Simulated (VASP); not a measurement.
Wanted: the native input for a VASP 6.6.1 run.

```yaml
Task: single point
Functional: PBEsol
Potentials_or_basis: VASP PAW PBE potentials, release 64 (Al, Cu)
Cutoff: 520 eV
k_mesh: 16 × 8 × 4
Occupations: gaussian, width 0.15 eV
Spin: no spin polarisation
Dipole_correction: no
Further_INCAR_settings: ALGO = Fast; EDIFF = 1e-06; NBANDS = 46
```

The structure of Al2Cu lies in POSCAR:

```
Al2Cu
1.0
    0.0000000000      0.0000000000     -2.8463947559
   -4.0841721958      4.0841721958      0.0000000000
    8.1683443915      8.1683443915      0.0000000000
Al Cu
8 4
Direct
    0.5000000000      0.2500000000      0.3750000000
    0.5000000000      0.7500000000      0.6250000000
    0.5000000000      0.2500000000      0.8750000000
    0.5000000000      0.7500000000      0.1250000000
    0.5000000000      0.2500000000      0.1250000000
    0.5000000000      0.7500000000      0.3750000000
    0.5000000000      0.2500000000      0.6250000000
    0.5000000000      0.7500000000      0.8750000000
    0.0000000000      0.5000000000      0.2500000000
    0.0000000000      0.0000000000      0.5000000000
    0.0000000000      0.5000000000      0.7500000000
    0.0000000000      0.0000000000      0.0000000000
```

The input as run:

INCAR

```
SYSTEM = Al2Cu
ALGO     = Fast           ! electronic algorithm
EDIFF    = 1E-6           ! SCF threshold, eV
ENCUT    = 520            ! plane-wave cutoff, eV
GGA      = PS             ! functional
ISIF     = 2              ! what is computed and relaxed
ISMEAR   = 0              ! smearing method
LASPH    = .True.         ! aspherical terms in the spheres
LCHARG   = .False.        ! write CHGCAR
LREAL    = .False.        ! projectors in reciprocal space
LWAVE    = .False.        ! write WAVECAR
NBANDS   = 46             ! bands
NELM     = 80             ! most SCF steps
PREC     = Accurate       ! precision mode
SIGMA    = 0.15           ! smearing width, eV
```

KPOINTS

```
k-points
0
Gamma
  16 8 4
  0 0 0
```

Potentials or basis: VASP PAW PBE potentials, release 64 (Al, Cu).

Command:

```console
$ cat potpaw_PBE.64/Al/POTCAR potpaw_PBE.64/Cu/POTCAR > POTCAR
$ mpirun -np 1 vasp_std > vasp.out
```

Results of the run:

| Item | Value |
| --- | --- |
| Pressure | 0.3 GPa |
| Band gap on the k mesh | zero (bands 34 and 35 overlap by 2.43 eV) |

Caveat: the PAW data sets were made with another functional, which shifts forces and pressure a little.

Run time: 14 min on 1 thread of Intel(R) Xeon(R) 6975P-C (Granite Rapids) (shared host), peak memory 0.93 GiB.
